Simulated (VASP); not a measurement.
**Ge: relaxation of cell and atoms with PBEsol**

Crystal: Ge.

```
Ge
1.0
     2.99111    0.00000    0.00000
    -1.51052    2.58168    0.00000
     0.00000    0.00000    4.72760
Ge
2
Direct
  0.66655 0.33345 0.25000
  0.33345 0.66655 0.75000
```

This isn't the form of Ge at room conditions, which is diamond.

```
Program                : VASP 6.6.1
Task                   : relaxation of cell and atoms
Functional             : PBEsol
Potentials or basis    : VASP PAW PBE potentials, release 64 (Ge_d)
Cutoff                 : 600 eV
k mesh                 : 12 × 12 × 7
Occupations            : fermi-dirac, width 0.1 eV
Spin                   : no spin polarisation
Target pressure        : 5 GPa
Dipole correction      : no
Further INCAR settings : ALGO = Normal; EDIFF = 1e-06; IBRION = 2; EDIFFG = -0.03; NSW = 80; ISIF = 3
```

```yaml
Relaxed_volume: 17.32 Å³/atom
Relaxed_cell: a = 2.952 Å, b = 2.952 Å, c = 4.606 Å, α = 90.00°, β = 90.00°, γ = 120.36°
Space_group_after_relaxing_to_0.1_Å: P6_3/mmc (No. 194)
Energy_change_on_relaxing_the_run_minimises_the_enthalpy: +13.8 meV/atom
Ionic_steps: 6
Pressure_after_relaxing: 5.0 GPa
Largest_force_after_relaxing: 0.007 eV/Å
Band_gap_on_the_k_mesh: zero (bands 14 and 15 overlap by 9.92 eV)
```

Forces on the atoms (eV/Å):
```
Ge  -0.006  0.004  0.000
Ge   0.006 -0.004  0.000
```

Step by step:
| step | energy change (eV) | largest force (eV/Å) | pressure (GPa) | volume (Å³) |
| --- | --- | --- | --- | --- |
| 1 | 0.0000 | 0.0045 | 0.18 | 36.51 |
| 2 | 0.0645 | 0.0082 | 7.48 | 33.68 |
| 3 | 0.0299 | 0.0070 | 5.19 | 34.57 |
| 4 | 0.0283 | 0.0069 | 4.74 | 34.62 |
| 5 | 0.0280 | 0.0068 | 4.91 | 34.62 |
| 6 | 0.0276 | 0.0073 | 4.96 | 34.63 |

Final structure:
```
CELL_PARAMETERS angstrom
2.95174 -0.00065 0.00000
-1.49120 2.54737 0.00000
0.00000 0.00000 4.60627
ATOMIC_POSITIONS crystal
Ge 0.66637 0.33363 0.25000
Ge 0.33363 0.66637 0.75000
```

Levels at points of the mesh, in eV from the Fermi level:
```tsv
k point	band 10	band 11	band 12	band 13	band 14	band 15	band 16	band 17	band 18
(0.00, 0.00, 0.00)	-24.63	-14.00	-7.55	-5.97	6.60	6.74	8.84	8.96	10.78
(0.50, 0.00, 0.00)	-24.61	-8.84	-7.54	-2.21	-1.33	-1.15	1.25	2.22	6.25
(0.50, 0.50, 0.00)	-24.61	-8.92	-7.59	-2.25	-1.36	-1.21	1.20	2.39	6.41
```

It took 5.3 min on 1 thread of Intel(R) Xeon(R) Platinum 8259CL CPU @ 2.50GHz (Skylake/Cascade Lake), with other jobs on the host, peak memory 0.25 GiB.

Caveat: the cell is relaxed towards a set pressure, so the run minimises the enthalpy, not the energy; the PAW data sets were made with another functional, which shifts forces and pressure a little.
